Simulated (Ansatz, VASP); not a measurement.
**S: VASP beside Ansatz**

The input INCAR:

```
SYSTEM = S
PREC = Accurate
ENCUT = 400
EDIFF = 1E-6
ISMEAR = 0
SIGMA = 0.005
LREAL = .FALSE.
LASPH = .TRUE.
NELM = 200
ALGO = Normal
ISIF = 2
LWAVE = .FALSE.
LCHARG = .FALSE.
ISPIN = 2
MAGMOM = 2.1
LORBIT = 11
GGA = PE
IVDW = 13
NBANDS = 13
GGA_COMPAT = .FALSE.
NELMDL = -8
```

File KPOINTS:

```
Automatic mesh
0
G
  1 1 1
  0 0 0
```

POSCAR

```
S
1.0
   10.5000000000      0.0000000000      0.0000000000
    0.0000000000     11.0000000000      0.0000000000
    0.0000000000      0.0000000000     11.5000000000
S
1
Direct
    0.5000000000      0.5045454500      0.5000000000
```

Input for Ansatz:

```yaml
crystal:
  lattice:
    - [10.5, 0.0, 0.0]
    - [0.0, 11.0, 0.0]
    - [0.0, 0.0, 11.5]
  atoms:
    - { symbol: S, position: [0.5, 0.50454545, 0.5], spin: 2.1 }
magnetization:
  spin_polarized: true
hamiltonian:
  xc: pbe
  dispersion: d4
kpoints:
  mp_grid: { grid: [1, 1, 1] }
scf:
  occupations: { method: gaussian, width: 0.005 }
  max_iter: 140
  lower_state_search: "off"
output:
  forces: true
```

Alike in both runs: task single point; functional PBE; dispersion D4; k mesh 1 × 1 × 1; occupations gaussian, width 0.005 eV; collinear spin.

|  | VASP | Ansatz |
| --- | --- | --- |
| version | VASP 6.6.1 | Ansatz 0.2.0 |
| potentials or method | VASP PAW PBE potentials, release 64 (S) | scalar-relativistic, plane waves, PAW |
| plane-wave cutoff (eV) | 400 | 420 |
| valence electrons in the cell | 6 | 6 |

|  | VASP | Ansatz | Ansatz less VASP |
| --- | --- | --- | --- |
| net moment per atom (μB) | 2.00 | 2.00 | 0.000 |
| size of the moment on the site where the two differ most (μB) | 1.12 | 2.00 | +0.884 |

Site moments also hang on the region over which each program counts them. Ansatz's warnings: stability check not made.
